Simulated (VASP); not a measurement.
Ca, 3 atoms in the cell. Symmetry: P6/mmm, No. 191, hexagonal system. Conventional cell: a = 6.147 Å, b = 6.147 Å, c = 3.666 Å, α = 90.00°, β = 90.00°, γ = 120.00°. Ca (site symmetry 6/mmm) has 14 Ca at 3.67 to 3.99 Å within 4.8 Å. Within 4.7 Å of Ca (site symmetry -6m2) lie 11 Ca at 3.55 to 3.99 Å. This isn't the form of Ca at room conditions, which is fcc.

* Program: VASP 6.6.1
* Task: single point
* Functional: LDA
* Potentials or basis: VASP PAW LDA potentials, release 64 (Ca_sv)
* Cutoff: 520 eV
* k mesh: 7 × 7 × 10
* Occupations: fermi-dirac, width 0.1 eV
* Spin: no spin polarisation
* Dipole correction: no
* Further INCAR settings: ALGO = Normal; EDIFF = 1e-06; NBANDS = 22

Potentials or basis: VASP PAW LDA potentials, release 64 (Ca_sv).

Run with:

```console
$ cat potpaw_LDA.64/Ca_sv/POTCAR > POTCAR
$ mpirun -np 1 vasp_std > vasp.out
```

Hardware: 1 thread of Intel(R) Xeon(R) Platinum 8488C (Sapphire Rapids) (shared host).

Task: Estimate the wall time of this run.

Result: It took 110 s on 1 thread of Intel(R) Xeon(R) Platinum 8488C (Sapphire Rapids), with other jobs on the host, peak memory 0.25 GiB. Counts: scf iterations 12, k points 48.
